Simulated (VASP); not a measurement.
# Mg7FeO8 (a cell with a defect) in VASP: single point with LDA

Aim: the single point of Mg7FeO8 (a cell with a defect) with LDA.

Everything below comes from runs of VASP 6.6.1. Logs are shortened: lines on timing, memory, paths and dates and some standing lists are left out, and cuts for length are marked.

## (1) The cell of the first run

The cell holds a defect, 16 atoms: a = 8.550 Å, b = 4.275 Å, c = 4.275 Å, α = 90.00°, β = 90.00°, γ = 90.00°.

## (2) Single point, LDA

The input, INCAR:

```
SYSTEM = Mg7FeO8
  PREC = Accurate
  ENCUT = 640
  EDIFF = 1E-6
  ISMEAR = 0
  SIGMA = 0.01
  LREAL = .FALSE.
  LASPH = .TRUE.
  NELM = 300
  ALGO = All
  ISIF = 2
  LWAVE = .FALSE.
  LCHARG = .FALSE.
  GGA = CA
  NBANDS = 49
  GGA_COMPAT = .FALSE.
  ISEARCH = 1
```

The input, KPOINTS:

```
Automatic mesh
0
G
  1 2 2
  0 0 0
```

The input, POSCAR:

```
Mg7FeO8
1.0
    8.5500000000      0.0000000000      0.0000000000
    0.0000000000      4.2750000000      0.0000000000
    0.0000000000      0.0000000000      4.2750000000
Mg O Fe
7 8 1
Direct
    0.0000000000      0.0000000000      0.0000000000
    0.5000000000      0.0000000000      0.0000000000
    0.5000000000      0.5000000000      0.5000000000
    0.2500000000      0.0000000000      0.5000000000
    0.7500000000      0.0000000000      0.5000000000
    0.2500000000      0.5000000000      0.0000000000
    0.7500000000      0.5000000000      0.0000000000
    0.2500000000      0.0000000000      0.0000000000
    0.7500000000      0.0000000000      0.0000000000
    0.2500000000      0.5000000000      0.5000000000
    0.7500000000      0.5000000000      0.5000000000
    0.0000000000      0.0000000000      0.5000000000
    0.5000000000      0.0000000000      0.5000000000
    0.0000000000      0.5000000000      0.0000000000
    0.5000000000      0.5000000000      0.0000000000
    0.0000000000      0.5000000000      0.5000000000
```

Potentials or basis: VASP PAW LDA potentials, release 64 (Mg, O, Fe).

Launch:

```bash
cat potpaw_LDA.64/Mg/POTCAR potpaw_LDA.64/O/POTCAR potpaw_LDA.64/Fe/POTCAR > POTCAR
mpirun -np 4 vasp_std > vasp.out
```

OUTCAR:

```text
SYSTEM = Mg7FeO8
   PREC = Accurate
   ENCUT = 640
   EDIFF = 1E-6
   ISMEAR = 0
   LREAL = .FALSE.
   LASPH = .TRUE.
   NELM = 300
   ISIF = 2
   GGA = CA

 ion  position               nearest neighbor table
   1  0.000  0.000  0.000-   8 2.14   9 2.14  12 2.14  14 2.14  12 2.14  14 2.14   6 3.02   7 3.02
                            16 3.02   4 3.02   5 3.02   4 3.02  16 3.02   6 3.02   7 3.02   5 3.02
   2  0.500  0.000  0.000-   8 2.14   9 2.14  13 2.14  15 2.14  13 2.14  15 2.14   4 3.02   5 3.02
                             6 3.02   3 3.02   4 3.02   5 3.02   7 3.02   3 3.02   6 3.02   7 3.02
   3  0.500  0.500  0.500-  10 2.14  11 2.14  13 2.14  15 2.14  15 2.14  13 2.14   4 3.02   5 3.02
                             6 3.02   2 3.02   6 3.02   7 3.02   7 3.02   2 3.02   4 3.02   5 3.02
   4  0.250  0.000  0.500-   8 2.14  10 2.14  12 2.14  13 2.14   8 2.14  10 2.14   3 3.02   6 3.02
                            16 3.02   1 3.02   2 3.02   6 3.02   1 3.02   3 3.02   6 3.02   2 3.02
   5  0.750  0.000  0.500-   9 2.14  11 2.14  12 2.14  13 2.14   9 2.14  11 2.14   3 3.02   7 3.02
                            16 3.02   1 3.02   2 3.02   7 3.02   1 3.02   3 3.02   7 3.02   2 3.02
   6  0.250  0.500  0.000-   8 2.14  10 2.14  14 2.14  15 2.14  10 2.14   8 2.14   3 3.02   4 3.02
                            16 3.02   3 3.02   4 3.02   1 3.02  16 3.02   1 3.02   2 3.02   4 3.02
   7  0.750  0.500  0.000-   9 2.14  11 2.14  14 2.14  15 2.14  11 2.14   9 2.14   3 3.02   5 3.02
                            16 3.02   3 3.02   5 3.02   1 3.02  16 3.02   1 3.02   2 3.02   5 3.02
   8  0.250  0.000  0.000-   1 2.14   2 2.14   4 2.14   6 2.14   4 2.14   6 2.14
   9  0.750  0.000  0.000-   1 2.14   2 2.14   5 2.14   7 2.14   5 2.14   7 2.14
  10  0.250  0.500  0.500-   3 2.14   4 2.14   6 2.14  16 2.14   6 2.14   4 2.14
  11  0.750  0.500  0.500-   3 2.14   5 2.14   7 2.14  16 2.14   7 2.14   5 2.14
  12  0.000  0.000  0.500-   1 2.14   4 2.14   5 2.14  16 2.14   1 2.14  16 2.14
  13  0.500  0.000  0.500-   2 2.14   3 2.14   4 2.14   5 2.14   2 2.14   3 2.14
  14  0.000  0.500  0.000-   1 2.14   6 2.14   7 2.14  16 2.14  16 2.14   1 2.14
  15  0.500  0.500  0.000-   2 2.14   3 2.14   6 2.14   7 2.14   3 2.14   2 2.14
  16  0.000  0.500  0.500-  10 2.14  11 2.14  12 2.14  14 2.14  14 2.14  12 2.14   4 3.02   5 3.02
                             6 3.02   1 3.02   6 3.02   7 3.02   7 3.02   1 3.02   4 3.02   5 3.02

  LATTYP: Found a simple tetragonal cell.
 ALAT       =     4.2750000000
 C/A-ratio  =     2.0000000000

  Lattice vectors:

 A1 = (   0.0000000000,   4.2750000000,   0.0000000000)
 A2 = (   0.0000000000,   0.0000000000,   4.2750000000)
 A3 = (   8.5500000000,   0.0000000000,   0.0000000000)

Analysis of symmetry for initial positions (statically):
=====================================================================
 Subroutine PRICEL returns:
 Original cell was already a primitive cell.

 Routine SETGRP: Setting up the symmetry group for a
 simple tetragonal supercell.

 Subroutine GETGRP returns: Found 16 space group operations
 (whereof 16 operations were pure point group operations)
[... 138 lines left out ...]
   EFERMI_NEDOS =   21; number of points for ismear=-14 and -15
   IALGO  =     58    algorithm
   IMIX   =      4    mixing-type and parameters
     AMIX     =   0.40;   BMIX     =  1.00
     AMIX_MAG =   1.60;   BMIX_MAG =  1.00
  volume/ion in A,a.u.               =       9.77        65.90
  Fermi-wavevector in a.u.,A,eV,Ry     =   1.252645  2.367156 21.349172  1.569120
  Thomas-Fermi vector in A             =   2.386536
   LORBIT       =      0    0 simple, 1 ext, 2 COOP (PROOUT), +10 PAW based schemes
   GGA     = CA    functional components
   LHFCALC =     F    Hartree Fock is set to
   AEXX    =    0.0000 exact exchange contribution
   IVDW    =     0    specifies the selected vdW correction
   LEPSILON=     F    determine dielectric tensor
   LRPA    =     F    only Hartree local field effects (RPA)
 non-spin polarized calculation
 Gauss-broadening in eV      SIGMA  =   0.01
  energy-cutoff  :      640.00
  volume of cell :      156.26
 maximum number of plane-waves:      5771
 NGX is ok and might be reduce to    70
   NGX = 35   NGY = 17   NGZ = 17

 number of electron      70.0000061 magnetization

 Free energy of the ion-electron system (eV)
  ---------------------------------------------------
  ext. energy  EPLUGINS =         0.00000000
  ---------------------------------------------------
  free energy    TOTEN  =      -108.88115263 eV

  energy without entropy =     -108.87655513  energy(sigma->0) =     -108.87885388

 E-fermi :   5.3903     XC(G=0): -11.5557

 val. band max:        5.3867718424   @ k =   0.0000   0.5000   0.5000
 cond. band min:       5.3960740631   @ k =   0.0000   0.5000   0.0000
 fundamental gap:      0.0093022206
 Fermi energy:         5.3903233186

 k-point     1 :       0.0000    0.0000    0.0000
  band No.  band energies     occupation
      1     -14.2916      2.00000
      2     -13.5907      2.00000
      3     -13.5564      2.00000
      4     -12.9002      2.00000
      5     -12.8619      2.00000
      6     -12.8067      2.00000
[... 139 lines left out ...]
     46      13.8811      0.00000
     47      13.8964      0.00000
 [bands above 47 left out]

------------------------ aborting loop because EDIFF is reached ----------------------------------------

  FORCE on cell =-STRESS in cart. coord.  units (eV):
  Direction    XX          YY          ZZ          XY          YZ          ZX
  --------------------------------------------------------------------------------------
  -------------------------------------------------------------------------------------
  Total      -17.5897590    -16.4025132    -16.4025132      0.0000000      0.0000000      0.0000000
  in kB     -180.3566324   -168.1832049   -168.1832049      0.0000000      0.0000000      0.0000000
  external PRESSURE =    -172.2410141 kB  Pullay stress =       0.0000000 kB

 VOLUME and BASIS-vectors are now :
 -----------------------------------------------------------------------------
  energy-cutoff  :      640.00
  volume of cell :      156.26
      direct lattice vectors                 reciprocal lattice vectors
     8.550000000  0.000000000  0.000000000     0.116959064  0.000000000  0.000000000
     0.000000000  4.275000000  0.000000000     0.000000000  0.233918129  0.000000000
     0.000000000  0.000000000  4.275000000     0.000000000  0.000000000  0.233918129

 POSITION                                       TOTAL-FORCE (eV/Angst)
 -----------------------------------------------------------------------------------
      0.00000      0.00000      0.00000         0.000000      0.000000      0.000000
      4.27500      0.00000      0.00000         0.000000      0.000000      0.000000
      4.27500      2.13750      2.13750         0.000000      0.000000      0.000000
      2.13750      0.00000      2.13750        -0.365842      0.000000      0.000000
      6.41250      0.00000      2.13750         0.365842      0.000000      0.000000
      2.13750      2.13750      0.00000        -0.365842      0.000000     -0.000000
[... 8 lines left out ...]
      4.27500      2.13750      0.00000         0.000000      0.000000      0.000000
      0.00000      2.13750      2.13750         0.000000      0.000000      0.000000
 -----------------------------------------------------------------------------------
    total drift:                                0.000000      0.000000      0.000000

  FREE ENERGIE OF THE ION-ELECTRON SYSTEM (eV)
  ---------------------------------------------------
  free  energy   TOTEN  =      -108.8811526322 eV

  energy  without entropy=     -108.8765593784  energy(sigma->0) =     -108.87885601
```

stdout:

```text
POSCAR found type information on POSCAR MgO Fe
 POSCAR found :  3 types and      16 ions
 scaLAPACK will be used
 LDA part: xc-table for (Slater(with rela. corr.)+CA(PZ))
[... 64 lines left out ...]
 gam= 0.404 g(H,U,f)=  0.127E-04 0.153E-05 0.340E-05 ort(H,U,f) =-0.541E-05-0.791E-06 0.590E-05
 gam= 0.404 trial= 0.340  step=  0.4978 mean=  0.3404
 gam= 1.364 g(H,U,f)=  0.931E-05 0.814E-06 0.139E-04 ort(H,U,f) = 0.151E-05-0.477E-06-0.907E-06
 gam= 1.364 trial= 0.356  step=  0.1922 mean=  0.3561
 gam= 0.173 g(H,U,f)=  0.374E-05 0.177E-06 0.252E-06 ort(H,U,f) = 0.900E-06-0.182E-06-0.596E-06
 gam= 0.173 trial= 0.340  step=  0.2950 mean=  0.3397
 gam= 1.144 g(H,U,f)=  0.197E-05 0.607E-06 0.219E-05 ort(H,U,f) = 0.145E-05 0.216E-06-0.165E-05
 gam= 1.144 trial= 0.335  step=  0.3713 mean=  0.3353
 final diagonalization occupied
```

Wall time 27 s (4 MPI ranks of Intel Xeon Platinum 8259CL at 2.50GHz (Skylake/Cascade Lake), shared host); peak memory 0.17 GiB.

Results:

```
Free energy            : -108.8812 eV
Pressure               : -17.2 GPa
Largest force          : 0.366 eV/Å
Band gap on the k mesh : zero (bands 35 and 36 overlap by 0.29 eV)
```

Forces on the atoms (eV/Å):
```
Mg   0.000  0.000  0.000
Mg   0.000  0.000  0.000
Mg   0.000  0.000  0.000
Mg  -0.366  0.000  0.000
Mg   0.366  0.000  0.000
Mg  -0.366  0.000  0.000
Mg   0.366  0.000  0.000
O    0.097  0.000  0.000
O   -0.097  0.000  0.000
O   -0.338  0.000  0.000
O    0.338  0.000  0.000
O    0.000  0.000  0.000
O    0.000  0.000  0.000
O    0.000  0.000  0.000
O    0.000  0.000  0.000
Fe   0.000  0.000  0.000
```

Levels at points of the mesh, in eV from the Fermi level:
```tsv
k point	band 33	band 34	band 35	band 36	band 37	band 38
(0.00, 0.00, 0.00)	-0.96	-0.59	-0.59	-0.17	0.09	1.39
(0.00, 0.50, 0.00)	-0.56	-0.17	-0.03	0.01	1.24	4.65
(0.00, 0.50, 0.50)	0.00	0.00	0.13	1.00	2.11	4.65
```

Caveat: the k points lie up to 0.73 Å⁻¹ apart; the run has no spin polarisation, though such a crystal can be magnetic; semilocal functionals often make such compounds metallic where correlation or magnetic order opens a gap, which also shifts bond lengths.
